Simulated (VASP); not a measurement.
# Ge (I4/mmm) in VASP: settings compared

Aim: see how the results for Ge move with the level of theory and the settings. Levels: PBEsol-based global hybrid, PBE0, RPBE+D4. Tasks: single point.

Program: VASP 6.6.1. These are calculated values, not measurements. Logs are shortened: lines on timing, memory, paths and dates and some standing lists are left out, and cuts for length are marked.

## Step 1: The cell of the first run

It takes space group I4/mmm (No. 139, tetragonal). Conventional cell: a = 3.287 Å, b = 3.287 Å, c = 3.354 Å, α = 90.00°, β = 90.00°, γ = 90.00°. Ge (site symmetry 4/mmm) has 14 Ge at 2.87 to 3.35 Å within 3.8 Å.

## Step 2: Single point, PBEsol-based global hybrid

Input file POSCAR:

```
Ge
1.0
   -1.6436688646      1.6436688646      1.6772046843
    1.6436688646     -1.6436688646      1.6772046843
    1.6436688646      1.6436688646     -1.6772046843
Ge
1
Direct
    0.5000000000      0.5000000000      0.0000000000
```

Input file INCAR.step1:

```
PREC = Accurate ; ENCUT = 520
EDIFF = 1E-5 ; ISMEAR = -1
SIGMA = 0.05 ; LREAL = False
LASPH = True ; NELM = 60
ALGO = Normal ; ISIF = 2
LWAVE = True ; GGA = PE
NBANDS = 13
```

Input file INCAR.step2:

```
PREC = Accurate ; ENCUT = 520
EDIFF = 1E-6 ; ISMEAR = -1
SIGMA = 0.05 ; LREAL = False
LASPH = True ; NELM = 60
ALGO = Normal ; ISIF = 2
LWAVE = False ; LCHARG = True
GGA = PS ; LHFCALC = True
AEXX = 0.25 ; PRECFOCK = Normal
LELF = True ; LVHAR = True
ISTART = 1 ; NBANDS = 13
```

Input file KPOINTS:

```
regular mesh
0
Gamma
  6 6 6
```

Potentials or basis: VASP PAW PBE potentials, release 64 (Ge_d).

The run is started by

```bash
$ cat potpaw_PBE.64/Ge_d/POTCAR > POTCAR
$ cp INCAR.step1 INCAR
$ mpirun -np 1 vasp_std > vasp.out
$ cp INCAR.step2 INCAR
$ mpirun -np 1 vasp_std > vasp.out
```

OUTCAR:

```text
PREC = Accurate
   ENCUT = 520
   EDIFF = 1E-6
   ISMEAR = -1
   LREAL = False
   LASPH = True
   NELM = 60
   ISIF = 2
   GGA = PS
   LHFCALC = True
   AEXX = 0.25
   PRECFOCK = Normal
   ISTART = 1

 ion  position               nearest neighbor table
   1  0.500  0.500  0.000-

  LATTYP: Found a body centered tetragonal cell.
 ALAT       =     3.2873377292
 C/A-ratio  =     1.0204030267

  Lattice vectors:

 A1 = (  -1.6436688646,   1.6436688646,   1.6772046843)
 A2 = (   1.6436688646,  -1.6436688646,   1.6772046843)
 A3 = (   1.6436688646,   1.6436688646,  -1.6772046843)

Analysis of symmetry for initial positions (statically):
=====================================================================
 Subroutine PRICEL returns:
 Original cell was already a primitive cell.

 Routine SETGRP: Setting up the symmetry group for a
 body centered tetragonal supercell.

 Subroutine GETGRP returns: Found 16 space group operations
 (whereof 16 operations were pure point group operations)
 out of a pool of 16 trial point group operations.

The static configuration has the point symmetry D_4h.

Analysis of symmetry for dynamics (positions and initial velocities):
=====================================================================
 Subroutine PRICEL returns:
 Original cell was already a primitive cell.

 Routine SETGRP: Setting up the symmetry group for a
 body centered tetragonal supercell.

 Subroutine GETGRP returns: Found 16 space group operations
 (whereof 16 operations were pure point group operations)
 out of a pool of 16 trial point group operations.

The dynamic configuration has the point symmetry D_4h.

 Subroutine INISYM returns: Found 16 space group operations
 (whereof 16 operations are pure point group operations),
 and found     1 'primitive' translations

----------------------------------------------------------------------------------------

                                     Primitive cell

  volume of cell :      18.1249

  direct lattice vectors                    reciprocal lattice vectors
    -1.643668865  1.643668865  1.677204684     0.000000000  0.304197525  0.298115075
     1.643668865 -1.643668865  1.677204684     0.304197525  0.000000000  0.298115075
     1.643668865  1.643668865 -1.677204684     0.304197525  0.304197525  0.000000000

  length of vectors
     2.866410687  2.866410687  2.866410687     0.425921039  0.425921039  0.430200265

  position of ions in fractional coordinates (direct lattice)
     0.500000000  0.500000000  0.000000000

  ion indices of the primitive-cell ions
   primitive index   ion index
                 1           1

----------------------------------------------------------------------------------------

 KPOINTS: regular mesh

Automatic generation of k-mesh.
 Grid dimensions read from file:
 generate k-points for:    6    6    6

 Generating k-lattice:

  Cartesian coordinates                     Fractional coordinates (reciprocal lattice)
     0.000000000  0.050699587  0.049685846     0.166666667  0.000000000  0.000000000
     0.050699587  0.000000000  0.049685846     0.000000000  0.166666667  0.000000000
     0.050699587  0.050699587  0.000000000     0.000000000  0.000000000  0.166666667

  Length of vectors
     0.070986840  0.070986840  0.071700044

  Shift w.r.t. Gamma in fractional coordinates (k-lattice)
     0.000000000  0.000000000  0.000000000

 Subroutine IBZKPT returns following result:
 ===========================================

 Found     30 irreducible k-points:

 Following reciprocal coordinates:
            Coordinates               Weight
  0.000000  0.000000  0.000000      1.000000
  0.166667  0.000000 -0.000000      8.000000
  0.333333  0.000000 -0.000000      8.000000
  0.500000  0.000000 -0.000000      4.000000
  0.166667  0.166667 -0.000000      8.000000
  0.333333  0.166667 -0.000000     16.000000
[... 16 lines left out ...]
 -0.333333 -0.333333  0.166667      8.000000
 -0.166667 -0.333333  0.166667      8.000000
 [... further k-points ...]
   k-points           NKPTS =     30   k-points in BZ     NKDIM =    216   number of bands    NBANDS=     13
   number of dos      NEDOS =    301   number of ions     NIONS =      1
   total plane-waves  NPLWV =  13824
   dimension x,y,z NGX =    24 NGY =   24 NGZ =   24
   dimension x,y,z NGXF=    48 NGYF=   48 NGZF=   48
   ions per type =               1
   NGX,Y,Z   is equivalent  to a cutoff of  13.92, 13.92, 13.92 a.u.
   NGXF,Y,Z  is equivalent  to a cutoff of  27.84, 27.84, 27.84 a.u.
 SYSTEM =  unknown system
   PREC   = accura    normal or accurate (medium, high low for compatibility)
   ISTART =      1    job   : 0-new  1-cont  2-samecut
   ICHARG =      0    charge: 1-file 2-atom 10-const
   ISPIN  =      1    spin polarized calculation?
   LNONCOLLINEAR =      F non collinear calculations
   LSORBIT =      F    spin-orbit coupling
   LASPH  =      T    aspherical Exc in radial PAW
   ENCUT  =  520.0 eV  38.22 Ry    6.18 a.u.   5.33  5.33  5.33*2*pi/ulx,y,z
   NELM   =     60;   NELMIN=  2; NELMDL=  0     # of ELM steps
   EDIFF  = 0.1E-05   stopping-criterion for ELM
   LREAL  =      F    real-space projection
   EDIFFG = 0.1E-04   stopping-criterion for IOM
   NSW    =      0    number of steps for IOM
   IBRION =     -1    ionic relax: 0-MD 1-quasi-New 2-CG
   NFREE  =      0    steps in history (QN), initial steepest desc. (CG)
   ISIF   =      2    stress and relaxation
   ISYM   =      3    0-nonsym 1-usesym 2-fastsym
   POTIM  = 0.5000    time-step for ionic-motion
   TEBEG  =    0.0;   TEEND  =   0.0 temperature during run
   PSTRESS=    0.0 pullay stress
   NELECT =      14.0000    total number of electrons
   NUPDOWN=      -1.0000    fix difference up-down
   EMIN   =  10.00;   EMAX   =-10.00  energy-range for DOS
   EFERMI =   0.00;   METHOD = LEGACY
   ISMEAR =    -1;   SIGMA  =   0.05  broadening in eV -4-tet -1-fermi 0-gaus
   EFERMI_NEDOS =   21; number of points for ismear=-14 and -15
   IALGO  =     38    algorithm
   IMIX   =      1    mixing-type and parameters
     AMIX     =   0.40;   BMIX     =  1.00
     AMIX_MAG =   1.60;   BMIX_MAG =  1.00
  volume/ion in A,a.u.               =      18.12       122.31
  Fermi-wavevector in a.u.,A,eV,Ry     =   1.502078  2.838517 30.698003  2.256240
  Thomas-Fermi vector in A             =   2.613366
   LORBIT       =      0    0 simple, 1 ext, 2 COOP (PROOUT), +10 PAW based schemes
   GGA     = PS    functional components
   LHFCALC =     T    Hartree Fock is set to
   PRECFOCK=normal    Normal, Fast or Accurate (Low or Medium for compatibility)
   ENCUT4O =  -1.0   cutoff for four orbital integrals eV
   NKREDX  =     1    reduce k-point grid by
   NKREDY  =     1    reduce k-point grid by
   NKREDZ  =     1    reduce k-point grid by
   AEXX    =    0.2500 exact exchange contribution
   HFSCREEN=    0.0000 screening length (either q_TF or 0.3 A-1)
   HFSCREENC=   0.0000 screening length for correlation (either q_TF or 0.3 A-1)
   ENCUTFOCK=  -1.0 apply spherical cutoff to Coloumb kernel
   IVDW    =     0    specifies the selected vdW correction
   LEPSILON=     F    determine dielectric tensor
   LRPA    =     F    only Hartree local field effects (RPA)
 non-spin polarized calculation
  energy-cutoff  :      520.00
  volume of cell :       18.12
 maximum number of plane-waves:       496
 NGX is ok and might be reduce to    24
  NGX = 16; NGY = 16; NGZ = 16

 number of electron      14.0000009 magnetization

 Free energy of the ion-electron system (eV)
  ---------------------------------------------------
  ext. energy  EPLUGINS =         0.00000000
  ---------------------------------------------------
  free energy    TOTEN  =        -5.70829341 eV

  energy without entropy =       -5.70725071  energy(sigma->0) =       -5.70777206

 E-fermi :   6.9230     XC(G=0):  -9.1469

 val. band max:        6.8680140245   @ k =   0.5000   0.5000   0.3333
 cond. band min:       7.8919206145   @ k =  -0.3333   0.5000   0.3333
 fundamental gap:      1.0239065901
 Fermi energy:         6.9229625984

 k-point     1 :       0.0000    0.0000    0.0000
  band No.  band energies     occupation
      1     -21.4685      2.00000
      2     -21.4682      2.00000
      3     -21.4682      2.00000
      4     -21.3774      2.00000
      5     -21.3648      2.00000
      6      -8.5302      2.00000
      7      18.0441      0.00000
      8      18.1679      0.00000
      9      18.1679      0.00000
     10      23.5394      0.00000
     11      23.5394      0.00000
     12      24.0578      0.00000
     13      25.3507      0.00000

 k-point     2 :       0.1667    0.0000   -0.0000
  band No.  band energies     occupation
      1     -21.4768      2.00000
      2     -21.4584      2.00000
      3     -21.4308      2.00000
      4     -21.3842      2.00000
      5     -21.3683      2.00000
      6      -7.6949      2.00000
      7      13.1166      0.00000
      8      15.9699      0.00000
      9      17.3406      0.00000
     10      20.8710      0.00000
     11      21.0009      0.00000
     12      24.2043      0.00000
     13      25.4793      0.00000

 k-point     3 :       0.3333    0.0000   -0.0000
  band No.  band energies     occupation
      1     -21.4937      2.00000
      2     -21.4552      2.00000
      3     -21.3861      2.00000
      4     -21.3728      2.00000
      5     -21.3549      2.00000
      6      -5.1892      2.00000
      7       5.3944      2.00000
      8      13.6070      0.00000
      9      15.9549      0.00000
     10      18.7934      0.00000
     11      18.8604      0.00000
     12      25.7109      0.00000
     13      27.6727      0.00000
[... 305 lines left out ...]
 k-point    23 :      -0.3333   -0.3333    0.1667
  band No.  band energies     occupation
      1     -21.4479      2.00000
      2     -21.4397      2.00000
      3     -21.4203      2.00000
      4     -21.3659      2.00000
      5     -21.3376      2.00000
      6      -1.2644      2.00000
      7       4.1560      2.00000
      8       5.6447      2.00000
      9      14.1308      0.00000
     10      17.6347      0.00000
     11      20.5509      0.00000
     12      22.0990      0.00000
     13      30.0003      0.00000

 k-point    24 :      -0.1667   -0.3333    0.1667
  band No.  band energies     occupation
      1     -21.4524      2.00000
      2     -21.4415      2.00000
      3     -21.4030      2.00000
      4     -21.3880      2.00000
      5     -21.3594      2.00000
      6      -4.4267      2.00000
      7       6.2951      1.99999
      8      11.1924      0.00000
      9      13.0967      0.00000
     10      18.0699      0.00000
     11      22.6535      0.00000
     12      23.6477      0.00000
     13      26.7390      0.00000

 [... further k-points ...]
[... 5 lines left out ...]
  --------------------------------------------------------------------------------------
  -------------------------------------------------------------------------------------
  Total        0.0132573      0.0132573      0.0095021      0.0000000     -0.0000000      0.0000000
  in kB        1.1719019      1.1719019      0.8399561      0.0000000     -0.0000000      0.0000000
  external PRESSURE =       1.0612533 kB  Pullay stress =       0.0000000 kB

 VOLUME and BASIS-vectors are now :
 -----------------------------------------------------------------------------
  energy-cutoff  :      520.00
  volume of cell :       18.12
      direct lattice vectors                 reciprocal lattice vectors
    -1.643668865  1.643668865  1.677204684     0.000000000  0.304197525  0.298115075
     1.643668865 -1.643668865  1.677204684     0.304197525  0.000000000  0.298115075
     1.643668865  1.643668865 -1.677204684     0.304197525  0.304197525  0.000000000

 POSITION                                       TOTAL-FORCE (eV/Angst)
 -----------------------------------------------------------------------------------
      0.00000      0.00000      1.67720         0.000000      0.000000     -0.000000
 -----------------------------------------------------------------------------------
    total drift:                               -0.000000     -0.000000     -0.000001

  FREE ENERGIE OF THE ION-ELECTRON SYSTEM (eV)
  ---------------------------------------------------
  free  energy   TOTEN  =        -5.7082934083 eV

  energy  without entropy=       -5.7072507103  energy(sigma->0) =       -5.70777206
```

Wall time 7 min (1 thread of Intel Xeon 6975P-C (Granite Rapids), shared host); peak memory 0.14 GiB.

Results:

| Property | Result |
| --- | --- |
| Free energy | -5.7083 eV |
| Pressure | 0.1 GPa |
| Band gap on the k mesh | zero (band 7 reaches 18.04 eV, above the bottom of band 8 at 3.12 eV) |

Caveat: the k points lie up to 0.45 Å⁻¹ apart; the PAW data sets were made with another functional, which shifts forces and pressure a little.

[end of part 1 of 2]
